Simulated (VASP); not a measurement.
Here is a VASP 6.6.1 calculation.

File INCAR:

```
PREC = Accurate
ENCUT = 520
EDIFF = 1E-6
ISMEAR = 0
SIGMA = 0.01
LREAL = F
LASPH = T
NELM = 150
ALGO = Normal
ISIF = 2
LWAVE = F
LCHARG = F
LMAXMIX = 4
LDAU = T
LDAUTYPE = 2
LDAUL = -1 2 -1
LDAUU = 0 2 0
LDAUJ = 0 0 0
LDAUPRINT = 1
GGA = PS
NBANDS = 28
```

KPOINTS

```
Automatic mesh
0
Gamma
  6 6 6
```

POSCAR

```
BaTiO3
1.0
    3.9998000000      0.0000000000      0.0000000000
    0.0000000000      3.9998000000      0.0000000000
    0.0000000000      0.0000000000      4.0180000000
Ba Ti O
1 1 3
Direct
    0.0000000000      0.0000000000      0.0000000000
    0.5000000000      0.5000000000      0.4900000000
    0.5000000000      0.5000000000      0.0190000000
    0.5000000000      0.0000000000      0.5170000000
    0.0000000000      0.5000000000      0.5170000000
```

Potentials or basis: VASP PAW PBE potentials, release 64 (Ba_sv, Ti_sv, O).

Run with:

```bash
$ cat potpaw_PBE.64/Ba_sv/POTCAR potpaw_PBE.64/Ti_sv/POTCAR potpaw_PBE.64/O/POTCAR > POTCAR
$ mpirun -np 1 vasp_std > vasp.out
```

Problem. What does it give for the largest force?

Solution. 0.147 eV/Å.

Problem. Estimate the band gap on the k mesh.

Solution. 1.95 eV (least direct gap 2.25 eV).

Problem. Predict the pressure.

Solution. -0.4 GPa.

Forces in eV/Å, atoms in the order of the input:
```
Ba   0.000  0.000  0.052
Ti   0.000  0.000  0.147
O    0.000  0.000  0.052
O    0.000  0.000 -0.125
O    0.000  0.000 -0.125
```

Caveat: the PAW data sets were made with another functional, which shifts forces and pressure a little; spin-orbit coupling is left out, which moves the levels of the heavy elements. A k mesh can miss the band edges.
